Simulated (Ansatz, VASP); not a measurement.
One calculation of GaP, two programs

File INCAR:

```
PREC = Accurate
ENCUT = 520
EDIFF = 1E-7
ISMEAR = -1
SIGMA = 0.05
LREAL = False
LASPH = True
NELM = 100
ALGO = Normal
ISIF = 2
LWAVE = False
LCHARG = False
GGA = PE
NBANDS = 16
```

File KPOINTS:

```
regular mesh
0
Gamma
  10 10 10
```

The input POSCAR:

```
GaP
1.0
    0.0000000000      2.7611126653      2.7611126653
    2.7611126653      0.0000000000      2.7611126653
    2.7611126653      2.7611126653      0.0000000000
Ga P
1 1
Direct
    0.0000000000      0.0000000000      0.0000000000
    0.7500000000      0.7500000000      0.7500000000
```

Input for Ansatz:

```yaml
crystal:
  lattice:
    - [0.0, 2.7611126653, 2.7611126653]
    - [2.7611126653, 0.0, 2.7611126653]
    - [2.7611126653, 2.7611126653, 0.0]
  atoms:
    - { symbol: Ga, position: [0.0, 0.0, 0.0] }
    - { symbol: P, position: [0.75, 0.75, 0.75] }
kpoints:
  mp_grid: { grid: [10, 10, 10] }
  band_path:
    path:
      - [0.0, 0.0, 0.0]
      - [-0.5, -0.5, 0.0]
      - [-0.375, -0.375, 0.25]
      - [-0.375, 0.0, 0.375]
      - [0.0, 0.0, 0.0]
      - [0.0, 0.0, 0.5]
      - [-0.5, -0.25, 0.25]
      - [-0.5, -0.5, 0.0]
    npoints: 5
scf:
  occupations: { method: fermi_dirac, width: 0.05 }
hamiltonian:
  xc: pbe
  pseudopotentials: { kind: all_electron, lapw: { basis_error: 0.0005 } }
output:
  forces: true
  stress: true
  eigenvalues: true
```

Change from the starting cell: volume scaled by 1.04.

Alike in both runs: task single point; functional PBE; k mesh 10 × 10 × 10; occupations fermi-dirac, width 0.05 eV; no spin polarisation.

```csv
,VASP,Ansatz
version,VASP 6.6.1,Ansatz 0.2.0
potentials or method,"VASP PAW PBE potentials, release 64 (Ga_d, P), cutoff 520 eV","all-electron LAPW, scalar-relativistic"
```

|  | VASP | Ansatz | Ansatz less VASP |
| --- | --- | --- | --- |
| pressure (GPa) | -0.7 | -0.7 | -0.01 |

Ansatz ran all-electron here, and VASP with PAW potentials.
